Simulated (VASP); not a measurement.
# SiC (P6_3mc) in VASP: further runs

SiC is run at these levels: LDA; tasks: single point.

Program: VASP 6.6.1. These are calculated values, not measurements. Logs are shortened: lines on timing, memory, paths and dates and some standing lists are left out, and cuts for length are marked.

## 1. The cell of the first run

It takes space group P6_3mc (No. 186, hexagonal). The conventional cell has a = 3.076 Å, b = 3.076 Å, c = 10.071 Å, α = 90.00°, β = 90.00°, γ = 120.00°. Within 2.5 Å of Si (site symmetry 3m) lie 4 C at 1.88 to 1.89 Å. Si (site symmetry 3m) has 4 C at 1.88 to 1.89 Å within 2.5 Å. C (site symmetry 3m) has 4 Si at 1.88 to 1.89 Å within 2.5 Å. C (site symmetry 3m) has 4 Si at 1.88 to 1.89 Å within 2.5 Å.

## 2. Single point, LDA

Contents of INCAR:

```
  ALGO = Normal
  EDIFF = 1E-6
  ENCUT = 520
  ISIF = 2
  ISMEAR = 0
  LASPH = T
  LCHARG = T
  LELF = T
  LREAL = F
  LVHAR = T
  LWAVE = F
  NBANDS = 26
  NELM = 60
  PREC = Accurate
  SIGMA = 0.1
```

Contents of KPOINTS:

```
k-points
0
Gamma
  6 6 2
```

Contents of POSCAR:

```
SiC
1.0
    3.0756941500      0.0000000000      0.0000000000
   -1.5378470700      2.6636292700      0.0000000000
    0.0000000000      0.0000000000     10.0706464800
Si C
4 4
Direct
    0.6666666700      0.3333333300      0.9378419800
    0.3333333300      0.6666666700      0.4378419800
    0.0000000000      0.0000000000      0.6878943800
    0.0000000000      0.0000000000      0.1878943800
    0.6666666700      0.3333333300      0.7498025900
    0.3333333300      0.6666666700      0.2498025900
    0.0000000000      0.0000000000      0.5004600500
    0.0000000000      0.0000000000      0.0004600500
```

Potentials or basis: VASP PAW LDA potentials, release 64 (Si, C).

Command:

```bash
$ cat potpaw_LDA.64/Si/POTCAR potpaw_LDA.64/C/POTCAR > POTCAR
$ mpirun -np 1 vasp_std > vasp.out
```

OUTCAR:

```text
EDIFF = 1E-6
   ENCUT = 520
   ISIF = 2
   ISMEAR = 0
   LASPH = T
   LREAL = F
   NELM = 60
   PREC = Accurate

 ion  position               nearest neighbor table
   1  0.667  0.333  0.938-   8 1.88   8 1.88   8 1.88   5 1.89   3 3.08   3 3.08   3 3.08   4 3.08
                             4 3.08   4 3.08
   2  0.333  0.667  0.438-   7 1.88   7 1.88   7 1.88   6 1.89   4 3.08   4 3.08   4 3.08   3 3.08
                             3 3.08   3 3.08
   3  0.000  0.000  0.688-   5 1.88   5 1.88   5 1.88   7 1.89   1 3.08   1 3.08   1 3.08   2 3.08
                             2 3.08   2 3.08
   4  0.000  0.000  0.188-   6 1.88   6 1.88   6 1.88   8 1.89   2 3.08   2 3.08   2 3.08   1 3.08
                             1 3.08   1 3.08
   5  0.667  0.333  0.750-   3 1.88   3 1.88   3 1.88   1 1.89
   6  0.333  0.667  0.250-   4 1.88   4 1.88   4 1.88   2 1.89
   7  0.000  0.000  0.500-   2 1.88   2 1.88   2 1.88   3 1.89
   8  0.000  0.000  0.000-   1 1.88   1 1.88   1 1.88   4 1.89

  LATTYP: Found a hexagonal cell.
 ALAT       =     3.0756941500
 C/A-ratio  =     3.2742678527

  Lattice vectors:

 A1 = (   3.0756941500,   0.0000000000,   0.0000000000)
 A2 = (  -1.5378470700,   2.6636292700,   0.0000000000)
 A3 = (   0.0000000000,   0.0000000000,  10.0706464800)

Analysis of symmetry for initial positions (statically):
=====================================================================
 Subroutine PRICEL returns:
 Original cell was already a primitive cell.

 Routine SETGRP: Setting up the symmetry group for a
 hexagonal supercell.

 Subroutine GETGRP returns: Found 12 space group operations
 (whereof  6 operations were pure point group operations)
 out of a pool of 24 trial point group operations.

The static configuration has the point symmetry C_3v.
 The point group associated with its full space group is C_6v.

Analysis of symmetry for dynamics (positions and initial velocities):
=====================================================================
 Subroutine PRICEL returns:
 Original cell was already a primitive cell.

 Routine SETGRP: Setting up the symmetry group for a
 hexagonal supercell.

 Subroutine GETGRP returns: Found 12 space group operations
 (whereof  6 operations were pure point group operations)
 out of a pool of 24 trial point group operations.

The dynamic configuration has the point symmetry C_3v.
 The point group associated with its full space group is C_6v.

 Subroutine INISYM returns: Found 12 space group operations
 (whereof  6 operations are pure point group operations),
 and found     1 'primitive' translations

----------------------------------------------------------------------------------------

                                     Primitive cell

  volume of cell :      82.5039

  direct lattice vectors                    reciprocal lattice vectors
     3.075694150  0.000000000  0.000000000     0.325129857  0.187713810  0.000000000
    -1.537847070  2.663629270  0.000000000     0.000000000  0.375427621  0.000000000
     0.000000000  0.000000000 10.070646480     0.000000000  0.000000000  0.099298491

  length of vectors
     3.075694150  3.075694149 10.070646480     0.375427621  0.375427621  0.099298491

  position of ions in fractional coordinates (direct lattice)
     0.666666670  0.333333330  0.937841980
     0.333333330  0.666666670  0.437841980
     0.000000000  0.000000000  0.687894380
     0.000000000  0.000000000  0.187894380
     0.666666670  0.333333330  0.749802590
     0.333333330  0.666666670  0.249802590
     0.000000000  0.000000000  0.500460050
     0.000000000  0.000000000  0.000460050

  ion indices of the primitive-cell ions
   primitive index   ion index
                 1           1
                 2           2
                 3           3
                 4           4
                 5           5
                 6           6
                 7           7
                 8           8

----------------------------------------------------------------------------------------

 KPOINTS: k-points

Automatic generation of k-mesh.
 Grid dimensions read from file:
 generate k-points for:    6    6    2

 Generating k-lattice:

  Cartesian coordinates                     Fractional coordinates (reciprocal lattice)
     0.054188310  0.031285635  0.000000000     0.166666667  0.000000000  0.000000000
     0.000000000  0.062571270  0.000000000     0.000000000  0.166666667  0.000000000
     0.000000000  0.000000000  0.049649246     0.000000000  0.000000000  0.500000000

  Length of vectors
     0.062571270  0.062571270  0.049649246

  Shift w.r.t. Gamma in fractional coordinates (k-lattice)
     0.000000000  0.000000000  0.000000000

 Subroutine IBZKPT returns following result:
 ===========================================

 Found     14 irreducible k-points:

 Following reciprocal coordinates:
            Coordinates               Weight
  0.000000  0.000000  0.000000      1.000000
[... 35 lines left out ...]
   IBRION =     -1    ionic relax: 0-MD 1-quasi-New 2-CG
   NFREE  =      0    steps in history (QN), initial steepest desc. (CG)
   ISIF   =      2    stress and relaxation
   ISYM   =      2    0-nonsym 1-usesym 2-fastsym
   POTIM  = 0.5000    time-step for ionic-motion
   TEBEG  =    0.0;   TEEND  =   0.0 temperature during run
   PSTRESS=    0.0 pullay stress
   NELECT =      32.0000    total number of electrons
   NUPDOWN=      -1.0000    fix difference up-down
   EMIN   =  10.00;   EMAX   =-10.00  energy-range for DOS
   EFERMI =   0.00;   METHOD = LEGACY
   ISMEAR =     0;   SIGMA  =   0.10  broadening in eV -4-tet -1-fermi 0-gaus
   EFERMI_NEDOS =   21; number of points for ismear=-14 and -15
   IALGO  =     38    algorithm
   IMIX   =      4    mixing-type and parameters
     AMIX     =   0.40;   BMIX     =  1.00
     AMIX_MAG =   1.60;   BMIX_MAG =  1.00
  volume/ion in A,a.u.               =      10.31        69.60
  Fermi-wavevector in a.u.,A,eV,Ry     =   1.193897  2.256138 19.393597  1.425389
  Thomas-Fermi vector in A             =   2.329900
   LORBIT       =      0    0 simple, 1 ext, 2 COOP (PROOUT), +10 PAW based schemes
   GGA     = CA    functional components
   LHFCALC =     F    Hartree Fock is set to
   AEXX    =    0.0000 exact exchange contribution
   IVDW    =     0    specifies the selected vdW correction
   LEPSILON=     F    determine dielectric tensor
   LRPA    =     F    only Hartree local field effects (RPA)
 non-spin polarized calculation
 Gauss-broadening in eV      SIGMA  =   0.10
  energy-cutoff  :      520.00
  volume of cell :       82.50
 maximum number of plane-waves:      2248
 NGX is ok and might be reduce to    24

 number of electron      32.0000000 magnetization

 Free energy of the ion-electron system (eV)
  ---------------------------------------------------
  ext. energy  EPLUGINS =         0.00000000
  ---------------------------------------------------
  free energy    TOTEN  =       -66.54490619 eV

  energy without entropy =      -66.54490619  energy(sigma->0) =      -66.54490619

 E-fermi :   8.6566     XC(G=0): -11.5664

 val. band max:        8.1689045881   @ k =   0.0000   0.0000   0.0000
 cond. band min:      10.3329442953   @ k =   0.5000   0.0000   0.0000
 fundamental gap:      2.1640397072
 Fermi energy:         8.6565717976

 k-point     1 :       0.0000    0.0000    0.0000
  band No.  band energies     occupation
      1      -7.2503      2.00000
      2      -6.0642      2.00000
      3      -6.0294      2.00000
      4      -3.6213      2.00000
      5      -0.4813      2.00000
      6       3.8025      2.00000
[... 18 lines left out ...]
     25      15.4697      0.00000
     26      16.1345      0.00000

 k-point     2 :       0.1667    0.0000    0.0000
  band No.  band energies     occupation
      1      -6.7678      2.00000
      2      -5.5981      2.00000
      3      -5.5609      2.00000
      4      -3.2171      2.00000
      5      -0.0446      2.00000
      6       3.8328      2.00000
[... 18 lines left out ...]
     25      16.1426      0.00000
[... 318 lines left out ...]
     25      16.8318      0.00000
     26      16.8318      0.00000

 k-point    14 :       0.3333    0.3333    0.5000
  band No.  band energies     occupation
      1      -2.5687      2.00000
      2      -2.5687      2.00000
      3      -2.4919      2.00000
      4      -2.4919      2.00000
      5       0.7853      2.00000
      6       0.7853      2.00000
[... 18 lines left out ...]
     25      18.3285      0.00000
     26      18.3308      0.00000

------------------------ aborting loop because EDIFF is reached ----------------------------------------

  FORCE on cell =-STRESS in cart. coord.  units (eV):
  Direction    XX          YY          ZZ          XY          YZ          ZX
  --------------------------------------------------------------------------------------
  -------------------------------------------------------------------------------------
  Total       -1.7190512     -1.7190512     -1.8090559     -0.0000000     -0.0000000      0.0000000
  in kB      -33.3829804    -33.3829805    -35.1308214     -0.0000001     -0.0000000      0.0000000
  external PRESSURE =     -33.9655941 kB  Pullay stress =       0.0000000 kB

 VOLUME and BASIS-vectors are now :
 -----------------------------------------------------------------------------
  energy-cutoff  :      520.00
  volume of cell :       82.50
      direct lattice vectors                 reciprocal lattice vectors
     3.075694150  0.000000000  0.000000000     0.325129857  0.187713810  0.000000000
    -1.537847070  2.663629270  0.000000000     0.000000000  0.375427621  0.000000000
     0.000000000  0.000000000 10.070646480     0.000000000  0.000000000  0.099298491

 POSITION                                       TOTAL-FORCE (eV/Angst)
 -----------------------------------------------------------------------------------
      1.53785      0.88788      9.44468        -0.000000     -0.000000      0.011297
     -0.00000      1.77575      4.40935         0.000000      0.000000      0.011297
      0.00000      0.00000      6.92754        -0.000000      0.000000      0.000556
      0.00000      0.00000      1.89222         0.000000     -0.000000      0.000556
      1.53785      0.88788      7.55100         0.000000      0.000000     -0.006530
     -0.00000      1.77575      2.51567        -0.000000     -0.000000     -0.006530
      0.00000      0.00000      5.03996         0.000000      0.000000     -0.005324
      0.00000      0.00000      0.00463        -0.000000      0.000000     -0.005324
 -----------------------------------------------------------------------------------
    total drift:                               -0.000000     -0.000000      0.000199

  FREE ENERGIE OF THE ION-ELECTRON SYSTEM (eV)
  ---------------------------------------------------
  free  energy   TOTEN  =       -66.5449061914 eV

  energy  without entropy=      -66.5449061914  energy(sigma->0) =      -66.54490619
```

It took 11 s on 1 thread of Intel Xeon 6975P-C (Granite Rapids), shared host; peak memory 0.17 GiB.

Results:

* Free energy: -66.5449 eV
* Pressure: -3.4 GPa
* Largest force: 0.011 eV/Å
* Band gap on the k mesh: 2.16 eV (least direct gap 3.29 eV)

Forces in eV/Å, atoms in the order of the input:
```
Si   0.000  0.000  0.011
Si   0.000  0.000  0.011
Si   0.000  0.000  0.001
Si   0.000  0.000  0.001
C    0.000  0.000 -0.007
C    0.000  0.000 -0.007
C    0.000  0.000 -0.005
C    0.000  0.000 -0.005
```

Levels at points of the mesh, in eV from the valence-band top:
```tsv
k point	band 12	band 13	band 14	band 15	band 16	band 17	band 18	band 19	band 20	band 21
(0.00, 0.00, 0.00)	-0.59	-0.59	-0.05	0.00	0.00	5.07	5.64	6.28	6.36	6.87
(0.50, 0.00, 0.00)	-2.40	-2.37	-2.22	-1.59	-1.12	2.16	2.28	4.13	4.67	5.19
(0.00, 0.00, 0.50)	-1.04	-0.21	-0.21	-0.21	-0.21	5.28	5.28	6.75	6.75	6.97
(0.50, 0.00, 0.50)	-3.03	-2.51	-2.51	-1.56	-1.56	2.57	2.57	4.12	4.12	6.04
```

Caveat: the cell stands under tension. A k mesh can miss the band edges.

## 3. Single point, LDA

This run uses another cell than the first one, of 10.14 Å³/atom.

Contents of INCAR:

```
PREC     = Accurate       # precision mode
ENCUT    = 520            # plane-wave cutoff, eV
EDIFF    = 1E-6           # SCF threshold, eV
ISMEAR   = 0              # smearing method
SIGMA    = 0.02           # smearing width, eV
LREAL    = False          # projectors in reciprocal space
LASPH    = True           # aspherical terms in the spheres
NELM     = 80             # most SCF steps
ALGO     = Normal         # electronic algorithm
ISIF     = 2              # what is computed and relaxed
LWAVE    = False          # write WAVECAR
LCHARG   = True           # write CHGCAR
LELF     = True           # ELF
LVHAR    = True         
NBANDS   = 26             # bands
```

Contents of KPOINTS:

```
regular mesh
0
Gamma
  12 12 4
```

Contents of POSCAR:

```
SiC
1.0
    3.0584217981     -0.0000000029      0.0000000000
   -1.5292108966      2.6486709741      0.0000000000
    0.0000000000      0.0000000000     10.0121483307
Si C
4 4
Direct
    0.6666666667      0.3333333333      0.9378414607
    0.3333333333      0.6666666667      0.4378414607
    0.0000000000      0.0000000000      0.6879005828
    0.0000000000      0.0000000000      0.1879005828
    0.6666666667      0.3333333333      0.7498077819
    0.3333333333      0.6666666667      0.2498077819
    0.0000000000      0.0000000000      0.5004491746
    0.0000000000      0.0000000000      0.0004491746
```

Potentials or basis: VASP PAW LDA potentials, release 64 (Si, C).

Command:

```bash
$ cat potpaw_LDA.64/Si/POTCAR potpaw_LDA.64/C/POTCAR > POTCAR
$ mpirun -np 1 vasp_std > vasp.out
```

Wall time 40 s (1 thread of Intel Xeon 6975P-C (Granite Rapids), shared host); peak memory 0.22 GiB.

Results (log left out):

```yaml
Free_energy: -66.5806 eV
Pressure: 0.4 GPa
Band_gap_on_the_k_mesh: 2.17 eV (least direct gap 3.30 eV)
```

Levels at points of the mesh, in eV from the valence-band top:
```tsv
k point	band 14	band 15	band 16	band 17	band 18	band 19
(0.00, 0.00, 0.00)	-0.05	0.00	0.00	5.22	5.79	6.43
(0.50, 0.00, 0.00)	-2.24	-1.60	-1.13	2.17	2.30	4.18
(0.00, 0.00, 0.50)	-0.21	-0.21	-0.21	5.43	5.43	6.91
(0.50, 0.00, 0.50)	-2.54	-1.57	-1.57	2.58	2.58	4.17
```

## 4. Single point, LDA

This run uses another cell than the first one: it holds 32 atoms, not 8.

Contents of INCAR:

```
SYSTEM = SiC
ALGO = Normal ; EDIFF = 1E-7
ENCUT = 520 ; ISIF = 2
ISMEAR = 0 ; LASPH = .TRUE.
LCHARG = .FALSE. ; LREAL = Auto
LWAVE = .FALSE. ; NBANDS = 86
NELM = 80 ; PREC = Accurate
SIGMA = 0.01
```

Contents of KPOINTS:

```
k-points
0
G
  2 2 2
  0 0 0
```

Contents of POSCAR:

```
SiC
1.0
    3.0584217931     -5.2973419482      0.0000000000
   -6.1168435962      0.0000000057      0.0000000000
    0.0000000000      0.0000000000    -10.0121483307
Si C
16 16
Direct
    0.3333333333      0.1666666667      0.0621585393
    0.8333333333      0.1666666667      0.0621585393
    0.3333333333      0.6666666667      0.0621585393
    0.8333333333      0.6666666667      0.0621585393
    0.1666666667      0.3333333333      0.5621585393
    0.6666666667      0.3333333333      0.5621585393
    0.1666666667      0.8333333333      0.5621585393
    0.6666666667      0.8333333333      0.5621585393
    0.0000000000      0.0000000000      0.3120994172
    0.5000000000      0.0000000000      0.3120994172
    0.0000000000      0.5000000000      0.3120994172
    0.5000000000      0.5000000000      0.3120994172
    0.5000000000      0.5000000000      0.8120994172
    1.0000000000      0.5000000000      0.8120994172
    0.5000000000      1.0000000000      0.8120994172
    1.0000000000      1.0000000000      0.8120994172
    0.3333333333      0.1666666667      0.2501922181
    0.8333333333      0.1666666667      0.2501922181
    0.3333333333      0.6666666667      0.2501922181
    0.8333333333      0.6666666667      0.2501922181
    0.1666666667      0.3333333333      0.7501922181
    0.6666666667      0.3333333333      0.7501922181
    0.1666666667      0.8333333333      0.7501922181
    0.6666666667      0.8333333333      0.7501922181
    0.5000000000      0.5000000000      0.4995508254
    1.0000000000      0.5000000000      0.4995508254
    0.5000000000      1.0000000000      0.4995508254
    1.0000000000      1.0000000000      0.4995508254
    0.0000000000      0.0000000000      0.9995508254
    0.5000000000      0.0000000000      0.9995508254
    0.0000000000      0.5000000000      0.9995508254
    0.5000000000      0.5000000000      0.9995508254
```

Command:

```bash
$ cat potpaw_LDA.64/Si/POTCAR potpaw_LDA.64/C/POTCAR > POTCAR
$ mpirun -np 1 vasp_std > vasp.out
```

Wall time 81 s (1 thread of Intel Xeon 6975P-C (Granite Rapids), shared host); peak memory 0.35 GiB.

It converged, with:

```
Free energy            : -265.2793 eV
Pressure               : 0.6 GPa
Largest force          : 0.046 eV/Å
Band gap on the k mesh : 2.15 eV
```

Forces in eV/Å, atoms in the order of the input:
```
Si   0.000  0.000  0.042
Si   0.000  0.000  0.042
Si   0.000  0.000  0.042
Si   0.000  0.000  0.042
Si   0.000  0.000  0.042
Si   0.000  0.000  0.042
Si   0.000  0.000  0.042
Si   0.000  0.000  0.042
Si   0.000  0.000  0.040
Si   0.000  0.000  0.040
Si   0.000  0.000  0.040
Si   0.000  0.000  0.040
Si   0.000  0.000  0.040
Si   0.000  0.000  0.040
Si   0.000  0.000  0.040
Si   0.000  0.000  0.040
C    0.000  0.000 -0.036
C    0.000  0.000 -0.036
C    0.000  0.000 -0.036
C    0.000  0.000 -0.036
C    0.000  0.000 -0.036
C    0.000  0.000 -0.036
C    0.000  0.000 -0.036
C    0.000  0.000 -0.036
C    0.000  0.000 -0.046
C    0.000  0.000 -0.046
C    0.000  0.000 -0.046
C    0.000  0.000 -0.046
C    0.000  0.000 -0.046
C    0.000  0.000 -0.046
C    0.000  0.000 -0.046
C    0.000  0.000 -0.046
```

Stress tensor (GPa, compression positive):
```
 1.06  0.00  0.00
 0.00  1.06  0.00
 0.00  0.00 -0.32
```

Levels at points of the mesh, in eV from the valence-band top:
```csv
k point,band 60,band 61,band 62,band 63,band 64,band 65,band 66,band 67,band 68,band 69
"(0.00, 0.00, 0.00)",-0.59,-0.59,-0.06,0.00,0.00,2.15,2.15,2.15,2.27,2.27
"(0.50, 0.00, 0.00)",-1.65,-0.85,-0.85,-0.55,-0.55,3.56,3.56,3.72,3.72,4.23
"(0.00, 0.00, 0.50)",-1.05,-0.21,-0.21,-0.21,-0.21,2.55,2.55,2.55,2.55,2.55
"(0.50, 0.00, 0.50)",-1.29,-0.93,-0.93,-0.93,-0.93,3.80,3.80,3.80,3.80,3.89
```

Caveat: the k points lie up to 0.59 Å⁻¹ apart. A k mesh can miss the band edges.

## 5. The runs side by side

| cell | k mesh | smearing | gap on the mesh (eV) | pressure (GPa) | largest force (eV/Å) |
| --- | --- | --- | --- | --- | --- |
| a = 3.076, b = 3.076, c = 10.071 Å, angles 90.0, 90.0, 120.0°, 8 atoms, atomic positions A | 6 × 6 × 2 | gaussian 0.1 eV | 2.16 | -3.4 | 0.01 |
| a = 3.058, b = 3.058, c = 10.012 Å, angles 90.0, 90.0, 120.0°, 8 atoms, atomic positions A | 12 × 12 × 4 | gaussian 0.02 eV | 2.17 | 0.4 | - |
| a = 6.117, b = 6.117, c = 10.012 Å, angles 90.0, 90.0, 120.0°, 32 atoms, atomic positions B | 2 × 2 × 2 | gaussian 0.01 eV | 2.15 | 0.6 | 0.05 |

Alike in all rows: task single point; level LDA; potentials or basis VASP PAW LDA potentials, release 64 (Si, C); no spin polarisation; cutoff (eV) 520.

Caveats: some runs use coarse meshes; the cell stands under tension (at least some runs).

Absolute energies hang on the potentials; compare differences alone.
